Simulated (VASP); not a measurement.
# Ca3Ge (Pm-3m) in VASP: notebook, part 2 of 2

VASP 6.6.1.

**3. Single point, PBE**

This run uses another cell than the first one, of 28.74 Å³/atom.

File INCAR:

```
  PREC = Accurate
  ENCUT = 520
  EDIFF = 1E-7
  ISMEAR = 0
  SIGMA = 0.1
  LREAL = False
  LASPH = True
  NELM = 80
  ALGO = Normal
  ISIF = 2
  LWAVE = False
  LCHARG = True
  GGA = PE
  LELF = True
  LVHAR = True
  NBANDS = 30
```

File KPOINTS:

```
Automatic mesh
0
Gamma
  4 4 4
```

File POSCAR:

```
Ca3Ge
1.0
    4.8625949906      0.0000000000      0.0000000000
    0.0000000000      4.8625949906      0.0000000000
    0.0000000000      0.0000000000      4.8625949906
Ca Ge
3 1
Direct
    0.0000000000      0.5000000000      0.5000000000
    0.5000000000      0.0000000000      0.5000000000
    0.5000000000      0.5000000000      0.0000000000
    0.0000000000      0.0000000000      0.0000000000
```

Potentials or basis: VASP PAW PBE potentials, release 64 (Ca_sv, Ge_d).

Command:

```console
> cat potpaw_PBE.64/Ca_sv/POTCAR potpaw_PBE.64/Ge_d/POTCAR > POTCAR
> mpirun -np 1 vasp_std > vasp.out
```

OUTCAR:

```text
PREC = Accurate
   ENCUT = 520
   EDIFF = 1E-7
   ISMEAR = 0
   LREAL = False
   LASPH = True
   NELM = 80
   ISIF = 2
   GGA = PE

 ion  position               nearest neighbor table
   1  0.000  0.500  0.500-
   2  0.500  0.000  0.500-
   3  0.500  0.500  0.000-
   4  0.000  0.000  0.000-

  LATTYP: Found a simple cubic cell.
 ALAT       =     4.8625949906

  Lattice vectors:

 A1 = (   4.8625949906,   0.0000000000,   0.0000000000)
 A2 = (   0.0000000000,   4.8625949906,   0.0000000000)
 A3 = (   0.0000000000,   0.0000000000,   4.8625949906)

Analysis of symmetry for initial positions (statically):
=====================================================================
 Subroutine PRICEL returns:
 Original cell was already a primitive cell.

 Routine SETGRP: Setting up the symmetry group for a
 simple cubic supercell.

 Subroutine GETGRP returns: Found 48 space group operations
 (whereof 48 operations were pure point group operations)
 out of a pool of 48 trial point group operations.

The static configuration has the point symmetry O_h .

Analysis of symmetry for dynamics (positions and initial velocities):
=====================================================================
 Subroutine PRICEL returns:
 Original cell was already a primitive cell.

 Routine SETGRP: Setting up the symmetry group for a
 simple cubic supercell.

 Subroutine GETGRP returns: Found 48 space group operations
 (whereof 48 operations were pure point group operations)
 out of a pool of 48 trial point group operations.

The dynamic configuration has the point symmetry O_h .

 Subroutine INISYM returns: Found 48 space group operations
 (whereof 48 operations are pure point group operations),
 and found     1 'primitive' translations
[... 97 lines left out ...]
   EMIN   =  10.00;   EMAX   =-10.00  energy-range for DOS
   EFERMI =   0.00;   METHOD = LEGACY
   ISMEAR =     0;   SIGMA  =   0.10  broadening in eV -4-tet -1-fermi 0-gaus
   EFERMI_NEDOS =   21; number of points for ismear=-14 and -15
   IALGO  =     38    algorithm
   IMIX   =      4    mixing-type and parameters
     AMIX     =   0.40;   BMIX     =  1.00
     AMIX_MAG =   1.60;   BMIX_MAG =  1.00
  volume/ion in A,a.u.               =      28.74       193.97
  Fermi-wavevector in a.u.,A,eV,Ry     =   1.188569  2.246069 19.220890  1.412696
  Thomas-Fermi vector in A             =   2.324695
   LORBIT       =      0    0 simple, 1 ext, 2 COOP (PROOUT), +10 PAW based schemes
   GGA     = PE    functional components
   LHFCALC =     F    Hartree Fock is set to
   AEXX    =    0.0000 exact exchange contribution
   IVDW    =     0    specifies the selected vdW correction
   LEPSILON=     F    determine dielectric tensor
   LRPA    =     F    only Hartree local field effects (RPA)
 non-spin polarized calculation
 Gauss-broadening in eV      SIGMA  =   0.10
  energy-cutoff  :      520.00
  volume of cell :      114.98
 maximum number of plane-waves:      3136
   NGX = 19   NGY = 19   NGZ = 19

 number of electron      43.9999968 magnetization

 Free energy of the ion-electron system (eV)
  ---------------------------------------------------
  ext. energy  EPLUGINS =         0.00000000
  ---------------------------------------------------
  free energy    TOTEN  =       -11.52918757 eV

  energy without entropy =      -11.52389409  energy(sigma->0) =      -11.52654083

 E-fermi :   3.2620     XC(G=0):  -9.0499

 val. band max:        3.2579328934   @ k =   0.0000   0.0000   0.0000
 cond. band min:       3.6375878306   @ k =   0.0000   0.0000   0.0000
 fundamental gap:      0.3796549371
 Fermi energy:         3.2619574537

 k-point     1 :       0.0000    0.0000    0.0000
  band No.  band energies     occupation
      1     -37.9737      2.00000
      2     -37.9016      2.00000
      3     -37.9016      2.00000
      4     -20.1017      2.00000
      5     -20.1017      2.00000
      6     -20.1017      2.00000
[... 319 lines left out ...]
     29       6.4532      0.00000
     30       6.8151      0.00000

------------------------ aborting loop because EDIFF is reached ----------------------------------------

  FORCE on cell =-STRESS in cart. coord.  units (eV):
  Direction    XX          YY          ZZ          XY          YZ          ZX
  --------------------------------------------------------------------------------------
  -------------------------------------------------------------------------------------
  Total        0.1316289      0.1316289      0.1316289      0.0000000      0.0000000      0.0000000
  in kB        1.8342455      1.8342455      1.8342455      0.0000000      0.0000000      0.0000000
  external PRESSURE =       1.8342455 kB  Pullay stress =       0.0000000 kB

 VOLUME and BASIS-vectors are now :
 -----------------------------------------------------------------------------
  energy-cutoff  :      520.00
  volume of cell :      114.98
      direct lattice vectors                 reciprocal lattice vectors
     4.862594991  0.000000000  0.000000000     0.205651510  0.000000000  0.000000000
     0.000000000  4.862594991  0.000000000     0.000000000  0.205651510  0.000000000
     0.000000000  0.000000000  4.862594991     0.000000000  0.000000000  0.205651510

 POSITION                                       TOTAL-FORCE (eV/Angst)
 -----------------------------------------------------------------------------------
      0.00000      2.43130      2.43130         0.000000      0.000000      0.000000
      2.43130      0.00000      2.43130         0.000000      0.000000      0.000000
      2.43130      2.43130      0.00000         0.000000      0.000000      0.000000
      0.00000      0.00000      0.00000         0.000000      0.000000      0.000000
 -----------------------------------------------------------------------------------
    total drift:                                0.000000      0.000000      0.000000

  FREE ENERGIE OF THE ION-ELECTRON SYSTEM (eV)
  ---------------------------------------------------
  free  energy   TOTEN  =       -11.5291875660 eV

  energy  without entropy=      -11.5238940860  energy(sigma->0) =      -11.52654083
```

OSZICAR:

```text
N       E                     dE             d eps       ncg     rms          rms(c)
DAV:   1     0.465749770760E+03    0.46575E+03   -0.21694E+04   708   0.225E+03
DAV:   2     0.419243015836E+02   -0.42383E+03   -0.41456E+03   600   0.669E+02
DAV:   3    -0.717852085874E+01   -0.49103E+02   -0.48531E+02   842   0.150E+02
DAV:   4    -0.115049825939E+02   -0.43265E+01   -0.42940E+01   896   0.439E+01
DAV:   5    -0.116856013524E+02   -0.18062E+00   -0.18053E+00  1034   0.761E+00    0.521E+00
DAV:   6    -0.115669614715E+02    0.11864E+00   -0.19660E-01   832   0.222E+00    0.299E+00
DAV:   7    -0.115277072579E+02    0.39254E-01   -0.11942E-01   826   0.271E+00    0.434E-01
DAV:   8    -0.115286141038E+02   -0.90685E-03   -0.58376E-03   912   0.440E-01    0.148E-01
DAV:   9    -0.115291682354E+02   -0.55413E-03   -0.10993E-03   836   0.291E-01    0.287E-02
DAV:  10    -0.115291841539E+02   -0.15919E-04   -0.14477E-04   962   0.119E-01    0.115E-02
DAV:  11    -0.115291878544E+02   -0.37005E-05   -0.78109E-06   770   0.226E-02    0.277E-03
DAV:  12    -0.115291875206E+02    0.33384E-06   -0.18455E-06   786   0.120E-02    0.150E-03
DAV:  13    -0.115291877728E+02   -0.25220E-06   -0.32683E-07   626   0.453E-03    0.957E-04
DAV:  14    -0.115291876027E+02    0.17007E-06   -0.38728E-08   450   0.176E-03    0.227E-04
DAV:  15    -0.115291875660E+02    0.36693E-07   -0.17333E-08   444   0.961E-04
   1 F= -.11529188E+02 E0= -.11526541E+02  d E =-.529348E-02
```

Run time: 24 s. Hardware: 1 thread of Intel Xeon Platinum 8488C (Sapphire Rapids), shared host; peak memory 0.21 GiB.

What came out:

```
Free energy            : -11.5292 eV
Pressure               : 0.2 GPa
Band gap on the k mesh : zero (bands 22 and 23 overlap by 0.25 eV)
```

The gap in the log of VASP goes by the Fermi energy; the results here count the filled bands.